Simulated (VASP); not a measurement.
Crystal: BeCdS4.

```xyz
12
Lattice="5.8455 0.0465 0.0466 0.0519 6.2504 0.0356 -0.0936 0.0348 6.2765" Properties=species:S:1:pos:R:3 pbc="T T T"
Be    2.6889    3.7162    2.0003
Be    2.9721    0.3672    4.0878
Cd    5.8659    6.3711    1.3797
Cd   -0.0061    2.9853    4.6497
S     2.3378    3.7121    4.1918
S     3.4291    2.3145    5.1955
S     0.7367    2.6838    1.2916
S     5.0400    3.7048    2.3081
S     5.1662    5.7583    5.4978
S     0.7780    0.4415    4.2592
S     3.3976    0.5236    2.2849
S     2.4164    5.4080    1.0057
```

```yaml
Program: VASP 6.6.1
Task: relaxation of cell and atoms
Functional: PBE
Potentials_or_basis: VASP PAW PBE potentials, release 64 (Be, Cd, S)
Cutoff: 600 eV
k_mesh: 4 × 2 × 2
Occupations: gaussian, width 0.1 eV
Spin: no spin polarisation
```

At the start: pressure 2.4 GPa; volume 19.11 Å³/atom.

Q: Where does the relaxation end?

A: Over 26 steps the energy falls by 109.0 meV/atom and the volume is 19.15 Å³/atom (+0.2 %); space group P2_1 (No. 4, to 0.05 Å).

Step by step:
```
step  energy change (eV)  largest force (eV/Å)  pressure (GPa)  volume (Å³)
   1              0.0000                2.9397            2.42       229.33
   2             -0.7808                1.1233           -2.19       238.96
   3             -0.7831                1.0085           -2.01       238.33
   4             -1.0271                0.7508           -0.15       231.68
   5             -1.0719                0.7174            1.33       227.39
   6             -1.1803                0.4272            0.14       228.89
   7             -1.1813                0.4238            0.02       229.06
   8             -1.2360                0.2901           -0.08       229.62
   9             -1.2499                0.2839           -0.10       230.07
  10             -1.2727                0.1955           -0.02       229.83
  11             -1.2738                0.2246            0.02       229.77
  12             -1.2875                0.1320           -0.05       229.72
  13             -1.2878                0.1437           -0.05       229.71
  14             -1.2941                0.0908            0.13       229.39
  15             -1.2953                0.1479            0.25       229.18
  16             -1.2995                0.0863            0.00       229.87
  17             -1.3003                0.0918           -0.16       230.32
  18             -1.3027                0.0707           -0.06       230.00
  19             -1.3037                0.1005            0.06       229.65
  20             -1.3055                0.0489            0.00       229.71
  21             -1.3057                0.0610           -0.02       229.72
  22             -1.3070                0.0303           -0.01       229.67
  23             -1.3073                0.0368            0.00       229.62
  24             -1.3079                0.0345            0.02       229.60
  25             -1.3080                0.0431            0.03       229.59
  26             -1.3084                0.0219           -0.05       229.75
```

Final structure:
```
Be Cd S
1.0
     5.66482   -0.00083    0.01313
    -0.00091    6.37937    0.00301
    -0.12790    0.00356    6.35722
Be Cd S
2 2 8
Cartesian
  2.5597 3.5695 2.0072
  2.9815 0.3812 4.3726
  5.6070 6.3300 1.6270
  -0.0733 3.1155 4.7335
  2.3135 3.8057 4.0816
  3.2141 2.2918 5.2320
  0.7322 2.6902 1.0691
  4.8624 3.6637 2.1599
  4.8050 5.8707 5.2997
  0.6742 0.4658 4.2047
  3.2204 0.6195 2.2990
  2.3195 5.4849 1.1538
```

Caveat: the k points lie up to 0.49 Å⁻¹ apart in the final cell.
